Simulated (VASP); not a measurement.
Write the native input for VASP 6.6.1 that does the following.

* Task: single point
* Functional: PBE
* Potentials or basis: VASP PAW PBE potentials, release 64 (Pt)
* Cutoff: 520 eV
* k mesh: 12 × 12 × 12
* Occupations: gaussian, width 0.023 eV
* Spin: no spin polarisation
* Dipole correction: no
* Further INCAR settings: ALGO = Normal; EDIFF = 1e-06; NBANDS = 11

The structure of Pt lies in POSCAR:

```
Pt
1.0
    0.0000000000      1.9609000000      1.9609000000
    1.9609000000      0.0000000000      1.9609000000
    1.9609000000      1.9609000000      0.0000000000
Pt
1
Direct
    0.0000000000      0.0000000000      0.0000000000
```

These files were run (other wordings do the same):

INCAR

```
SYSTEM = Pt
PREC = Accurate
ENCUT = 520
EDIFF = 1E-6
ISMEAR = 0
SIGMA = 0.023
LREAL = .False.
LASPH = .True.
NELM = 80
ALGO = Normal
ISIF = 2
LWAVE = .False.
LCHARG = .True.
GGA = PE
LELF = .True.
LVHAR = .True.
NBANDS = 11
```

KPOINTS

```
regular mesh
0
Gamma
  12 12 12
  0 0 0
```

Potentials or basis: VASP PAW PBE potentials, release 64 (Pt).

The run is started by

```console
$ cat potpaw_PBE.64/Pt/POTCAR > POTCAR
$ mpirun -np 1 vasp_std > vasp.out
```

It gave:

| Item | Value |
| --- | --- |
| Pressure | 9.7 GPa |
| Band gap on the k mesh | zero (band 5 reaches 11.78 eV, above the bottom of band 6 at 9.54 eV) |

Caveat: spin-orbit coupling is left out, which moves the levels of the heavy elements.

Run time: 6 s on 1 thread of AMD EPYC 9R45 (Zen 5), with other jobs on the host, peak memory 0.11 GiB.
